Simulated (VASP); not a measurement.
# BeI5 (F-43m) in VASP: notebook

BeI5 is run at these levels: PBE; tasks: single point, relaxation of cell and atoms.

All numbers are computed with VASP 6.6.1; they aren't measurements. Logs are shortened: lines on timing, memory, paths and dates and some standing lists are left out, and cuts for length are marked.

## (1) The cell of the first run

It takes space group F-43m (No. 216, cubic). Conventional cell: a = 9.735 Å, b = 9.735 Å, c = 9.735 Å, α = 90.00°, β = 90.00°, γ = 90.00°. Be (site symmetry -43m) has 16 I at 4.04 to 4.22 Å within 5.3 Å. I (site symmetry -43m) has 12 I at 4.03 Å and 4 Be at 4.22 Å within 5.3 Å. Within 4.5 Å of I (site symmetry 3m) lie 9 I at 3.42 to 4.03 Å and 3 Be at 4.04 Å.

The cell was generated, and may not be a known phase.

## (2) Single point, PBE

Contents of INCAR:

```
SYSTEM = BeI5
ALGO = Normal ; EDIFF = 1E-6
ENCUT = 520 ; GGA = PE
ISIF = 2 ; ISMEAR = 0
LASPH = .TRUE. ; LCHARG = .FALSE.
LREAL = .FALSE. ; LWAVE = .FALSE.
NBANDS = 28 ; NELM = 100
PREC = Accurate ; SIGMA = 0.1
```

Contents of KPOINTS:

```
k-points
0
G
  4 4 4
  0 0 0
```

Contents of POSCAR:

```
BeI5
1.0
    0.0000000000      4.8674073300      4.8674073300
    4.8674073300      0.0000000000      4.8674073300
    4.8674073300      4.8674073300      0.0000000000
Be I
1 5
Direct
    0.0000000000      0.0000000000      0.0000000000
    0.7500000000      0.7500000000      0.7500000000
    0.3758891600      0.3758891600      0.8723325100
    0.3758891600      0.8723325100      0.3758891600
    0.3758891600      0.3758891600      0.3758891600
    0.8723325100      0.3758891600      0.3758891600
```

Potentials or basis: VASP PAW PBE potentials, release 64 (Be, I).

Command:

```bash
> cat potpaw_PBE.64/Be/POTCAR potpaw_PBE.64/I/POTCAR > POTCAR
> mpirun -np 1 vasp_std > vasp.out
```

OUTCAR:

```text
SYSTEM = BeI5
   EDIFF = 1E-6
   ENCUT = 520
   GGA = PE
   ISIF = 2
   ISMEAR = 0
   LASPH = .TRUE.
   LREAL = .FALSE.
   NELM = 100
   PREC = Accurate

 ion  position               nearest neighbor table
   1  0.000  0.000  0.000-
   2  0.750  0.750  0.750-
   3  0.376  0.376  0.872-   4 3.42   5 3.42   6 3.42   5 3.47   4 3.47   6 3.47
   4  0.376  0.872  0.376-   3 3.42   5 3.42   6 3.42   3 3.47   5 3.47   6 3.47
   5  0.376  0.376  0.376-   3 3.42   4 3.42   6 3.42   3 3.47   4 3.47   6 3.47
   6  0.872  0.376  0.376-   3 3.42   4 3.42   5 3.42   5 3.47   3 3.47   4 3.47

  LATTYP: Found a face centered cubic cell.
 ALAT       =     9.7348146600

  Lattice vectors:

 A1 = (   0.0000000000,   4.8674073300,   4.8674073300)
 A2 = (   4.8674073300,   0.0000000000,   4.8674073300)
 A3 = (   4.8674073300,   4.8674073300,   0.0000000000)

Analysis of symmetry for initial positions (statically):
=====================================================================
 Subroutine PRICEL returns:
 Original cell was already a primitive cell.

 Routine SETGRP: Setting up the symmetry group for a
 face centered cubic supercell.

 Subroutine GETGRP returns: Found 24 space group operations
 (whereof 24 operations were pure point group operations)
 out of a pool of 48 trial point group operations.

The static configuration has the point symmetry T_d .

Analysis of symmetry for dynamics (positions and initial velocities):
=====================================================================
 Subroutine PRICEL returns:
 Original cell was already a primitive cell.

 Routine SETGRP: Setting up the symmetry group for a
 face centered cubic supercell.

 Subroutine GETGRP returns: Found 24 space group operations
 (whereof 24 operations were pure point group operations)
 out of a pool of 48 trial point group operations.

The dynamic configuration has the point symmetry T_d .

 Subroutine INISYM returns: Found 24 space group operations
 (whereof 24 operations are pure point group operations),
 and found     1 'primitive' translations

----------------------------------------------------------------------------------------

                                     Primitive cell

  volume of cell :     230.6339

  direct lattice vectors                    reciprocal lattice vectors
     0.000000000  4.867407330  4.867407330    -0.102724092  0.102724092  0.102724092
     4.867407330  0.000000000  4.867407330     0.102724092 -0.102724092  0.102724092
     4.867407330  4.867407330  0.000000000     0.102724092  0.102724092 -0.102724092

  length of vectors
     6.883553460  6.883553460  6.883553460     0.177923347  0.177923347  0.177923347

  position of ions in fractional coordinates (direct lattice)
     0.000000000  0.000000000  0.000000000
     0.750000000  0.750000000  0.750000000
     0.375889160  0.375889160  0.872332510
     0.375889160  0.872332510  0.375889160
     0.375889160  0.375889160  0.375889160
     0.872332510  0.375889160  0.375889160

  ion indices of the primitive-cell ions
   primitive index   ion index
                 1           1
                 2           2
                 3           3
                 4           4
                 5           5
                 6           6

----------------------------------------------------------------------------------------

 KPOINTS: k-points

Automatic generation of k-mesh.
 Grid dimensions read from file:
 generate k-points for:    4    4    4

 Generating k-lattice:

  Cartesian coordinates                     Fractional coordinates (reciprocal lattice)
    -0.025681023  0.025681023  0.025681023     0.250000000  0.000000000  0.000000000
     0.025681023 -0.025681023  0.025681023     0.000000000  0.250000000  0.000000000
     0.025681023  0.025681023 -0.025681023     0.000000000  0.000000000  0.250000000

  Length of vectors
     0.044480837  0.044480837  0.044480837

  Shift w.r.t. Gamma in fractional coordinates (k-lattice)
     0.000000000  0.000000000  0.000000000

 Subroutine IBZKPT returns following result:
 ===========================================

 Found      8 irreducible k-points:

 Following reciprocal coordinates:
            Coordinates               Weight
  0.000000  0.000000  0.000000      1.000000
  0.250000  0.000000  0.000000      8.000000
  0.500000  0.000000  0.000000      4.000000
  0.250000  0.250000  0.000000      6.000000
  0.500000  0.250000  0.000000     24.000000
 -0.250000  0.250000  0.000000     12.000000
  0.500000  0.500000  0.000000      3.000000
 -0.250000  0.500000  0.250000      6.000000
   k-points           NKPTS =      8   k-points in BZ     NKDIM =      8   number of bands    NBANDS=     28
   number of dos      NEDOS =    301   number of ions     NIONS =      6
   total plane-waves  NPLWV = 157464
   dimension x,y,z NGX =    54 NGY =   54 NGZ =   54
   dimension x,y,z NGXF=   108 NGYF=  108 NGZF=  108
   ions per type =               1   5
   NGX,Y,Z   is equivalent  to a cutoff of  13.04, 13.04, 13.04 a.u.
   NGXF,Y,Z  is equivalent  to a cutoff of  26.08, 26.08, 26.08 a.u.
 SYSTEM =  BeI5
   PREC   = accura    normal or accurate (medium, high low for compatibility)
   ISTART =      0    job   : 0-new  1-cont  2-samecut
   ICHARG =      2    charge: 1-file 2-atom 10-const
   ISPIN  =      1    spin polarized calculation?
   LNONCOLLINEAR =      F non collinear calculations
   LSORBIT =      F    spin-orbit coupling
   LASPH  =      T    aspherical Exc in radial PAW
   ENCUT  =  520.0 eV  38.22 Ry    6.18 a.u.  12.80 12.80 12.80*2*pi/ulx,y,z
   NELM   =    100;   NELMIN=  2; NELMDL= -5     # of ELM steps
   EDIFF  = 0.1E-05   stopping-criterion for ELM
   LREAL  =      F    real-space projection
   EDIFFG = 0.1E-04   stopping-criterion for IOM
   NSW    =      0    number of steps for IOM
   IBRION =     -1    ionic relax: 0-MD 1-quasi-New 2-CG
   NFREE  =      0    steps in history (QN), initial steepest desc. (CG)
   ISIF   =      2    stress and relaxation
   ISYM   =      2    0-nonsym 1-usesym 2-fastsym
   POTIM  = 0.5000    time-step for ionic-motion
   TEBEG  =    0.0;   TEEND  =   0.0 temperature during run
   PSTRESS=    0.0 pullay stress
   NELECT =      37.0000    total number of electrons
   NUPDOWN=      -1.0000    fix difference up-down
   EMIN   =  10.00;   EMAX   =-10.00  energy-range for DOS
   EFERMI =   0.00;   METHOD = LEGACY
   ISMEAR =     0;   SIGMA  =   0.10  broadening in eV -4-tet -1-fermi 0-gaus
   EFERMI_NEDOS =   21; number of points for ismear=-14 and -15
   IALGO  =     38    algorithm
   IMIX   =      4    mixing-type and parameters
     AMIX     =   0.40;   BMIX     =  1.00
     AMIX_MAG =   1.60;   BMIX_MAG =  1.00
  volume/ion in A,a.u.               =      38.44       259.40
  Fermi-wavevector in a.u.,A,eV,Ry     =   0.889545  1.680996 10.766148  0.791290
  Thomas-Fermi vector in A             =   2.011119
   LORBIT       =      0    0 simple, 1 ext, 2 COOP (PROOUT), +10 PAW based schemes
   GGA     = PE    functional components
   LHFCALC =     F    Hartree Fock is set to
   AEXX    =    0.0000 exact exchange contribution
   IVDW    =     0    specifies the selected vdW correction
   LEPSILON=     F    determine dielectric tensor
   LRPA    =     F    only Hartree local field effects (RPA)
 non-spin polarized calculation
 Gauss-broadening in eV      SIGMA  =   0.10
  energy-cutoff  :      520.00
  volume of cell :      230.63
 maximum number of plane-waves:      6230
 NGX is ok and might be reduce to    54
   NGX = 25   NGY = 25   NGZ = 25

 number of electron      36.9999998 magnetization

 Free energy of the ion-electron system (eV)
  ---------------------------------------------------
  ext. energy  EPLUGINS =         0.00000000
  ---------------------------------------------------
  free energy    TOTEN  =        -5.84226461 eV

  energy without entropy =       -5.79387754  energy(sigma->0) =       -5.81807108

 E-fermi :   2.6533     XC(G=0):  -8.2021

 val. band max:        2.6368762779   @ k =  -0.2500   0.2500   0.0000
 cond. band min:       2.6738503719   @ k =  -0.2500   0.5000   0.2500
 fundamental gap:      0.0369740939
 Fermi energy:         2.6532853507

 k-point     1 :       0.0000    0.0000    0.0000
  band No.  band energies     occupation
      1     -10.7827      2.00000
      2      -9.1199      2.00000
      3      -9.1199      2.00000
      4      -9.1199      2.00000
      5      -8.2368      2.00000
      6      -2.8537      2.00000
[... 20 lines left out ...]
     27       9.1776      0.00000
     28       9.1776      0.00000

 k-point     2 :       0.2500    0.0000    0.0000
  band No.  band energies     occupation
      1     -10.6448      2.00000
      2      -9.3692      2.00000
      3      -9.1276      2.00000
      4      -9.1276      2.00000
      5      -8.2527      2.00000
      6      -2.4342      2.00000
[... 20 lines left out ...]
     27       9.7099      0.00000
     28       9.7177      0.00000

 k-point     3 :       0.5000    0.0000    0.0000
  band No.  band energies     occupation
      1     -10.4349      2.00000
      2      -9.6845      2.00000
      3      -9.1352      2.00000
      4      -9.1352      2.00000
      5      -8.2649      2.00000
      6      -2.0383      2.00000
[... 20 lines left out ...]
     27       9.6515      0.00000
     28       9.6515      0.00000

 k-point     4 :       0.2500    0.2500    0.0000
  band No.  band energies     occupation
      1     -10.5906      2.00000
      2      -9.4408      2.00000
      3      -9.1369      2.00000
      4      -9.1369      2.00000
      5      -8.2653      2.00000
      6      -2.2354      2.00000
[... 20 lines left out ...]
     27       9.5735      0.00000
     28      10.2187      0.00000

 k-point     5 :       0.5000    0.2500    0.0000
  band No.  band energies     occupation
      1     -10.3384      2.00000
      2      -9.7818      2.00000
      3      -9.1624      2.00000
      4      -9.1445      2.00000
      5      -8.2761      2.00000
      6      -1.6767      2.00000
[... 20 lines left out ...]
     27       9.7903      0.00000
     28      10.0440      0.00000

 k-point     6 :      -0.2500    0.2500    0.0000
  band No.  band energies     occupation
      1     -10.4434      2.00000
      2      -9.6506      2.00000
      3      -9.1629      2.00000
      4      -9.1352      2.00000
      5      -8.2658      2.00000
      6      -1.9107      2.00000
[... 20 lines left out ...]
     27       9.7559      0.00000
     28       9.8930      0.00000

 k-point     7 :       0.5000    0.5000    0.0000
  band No.  band energies     occupation
      1     -10.1156      2.00000
      2     -10.0296      2.00000
      3      -9.1538      2.00000
      4      -9.1538      2.00000
      5      -8.2980      2.00000
      6      -1.3179      2.00000
[... 20 lines left out ...]
     27      10.1851      0.00000
     28      10.1861      0.00000

 k-point     8 :      -0.2500    0.5000    0.2500
  band No.  band energies     occupation
      1     -10.1152      2.00000
      2     -10.0234      2.00000
      3      -9.1749      2.00000
      4      -9.1546      2.00000
      5      -8.2797      2.00000
      6      -1.0700      2.00000
[... 20 lines left out ...]
     27       9.8158      0.00000
     28       9.8610      0.00000

------------------------ aborting loop because EDIFF is reached ----------------------------------------

  FORCE on cell =-STRESS in cart. coord.  units (eV):
  Direction    XX          YY          ZZ          XY          YZ          ZX
  --------------------------------------------------------------------------------------
  -------------------------------------------------------------------------------------
  Total       -0.7609158     -0.7609158     -0.7609158      0.0000000      0.0000000      0.0000000
  in kB       -5.2859630     -5.2859630     -5.2859630      0.0000000      0.0000000      0.0000000
  external PRESSURE =      -5.2859630 kB  Pullay stress =       0.0000000 kB

 VOLUME and BASIS-vectors are now :
 -----------------------------------------------------------------------------
  energy-cutoff  :      520.00
  volume of cell :      230.63
      direct lattice vectors                 reciprocal lattice vectors
     0.000000000  4.867407330  4.867407330    -0.102724092  0.102724092  0.102724092
     4.867407330  0.000000000  4.867407330     0.102724092 -0.102724092  0.102724092
     4.867407330  4.867407330  0.000000000     0.102724092  0.102724092 -0.102724092

 POSITION                                       TOTAL-FORCE (eV/Angst)
 -----------------------------------------------------------------------------------
      0.00000      0.00000      0.00000         0.000000      0.000000      0.000000
      7.30111      7.30111      7.30111         0.000000      0.000000      0.000000
      6.07560      6.07560      3.65921         0.044650      0.044650     -0.044650
      6.07560      3.65921      6.07560         0.044650     -0.044650      0.044650
      3.65921      3.65921      3.65921        -0.044650     -0.044650     -0.044650
      3.65921      6.07560      6.07560        -0.044650      0.044650      0.044650
 -----------------------------------------------------------------------------------
    total drift:                                0.000053      0.000053      0.000053

  FREE ENERGIE OF THE ION-ELECTRON SYSTEM (eV)
  ---------------------------------------------------
  free  energy   TOTEN  =        -5.8422646148 eV

  energy  without entropy=       -5.7938775400  energy(sigma->0) =       -5.81807108
```

Run time: 2.8 min. Hardware: 1 thread of Oxide Virtual Turin-like, shared host; peak memory 0.35 GiB.

Results:

| Property | Result |
| --- | --- |
| Free energy | -5.8423 eV |
| Pressure | -0.5 GPa |
| Largest force | 0.077 eV/Å |
| Band gap on the k mesh | zero (an odd number of electrons rules out a gap without spin polarisation) |

Forces on the atoms (eV/Å):
```
Be   0.000  0.000  0.000
I    0.000  0.000  0.000
I    0.045  0.045 -0.045
I    0.045 -0.045  0.045
I   -0.045 -0.045 -0.045
I   -0.045  0.045  0.045
```

Caveat: spin-orbit coupling is left out, which moves the levels of the heavy elements; an odd number of electrons without spin polarisation forces a metal; a magnetic or distorted state may lie lower.

(Part 1 of 2 ends here.)

The gap in the log of VASP goes by the Fermi energy; the results here count the filled bands.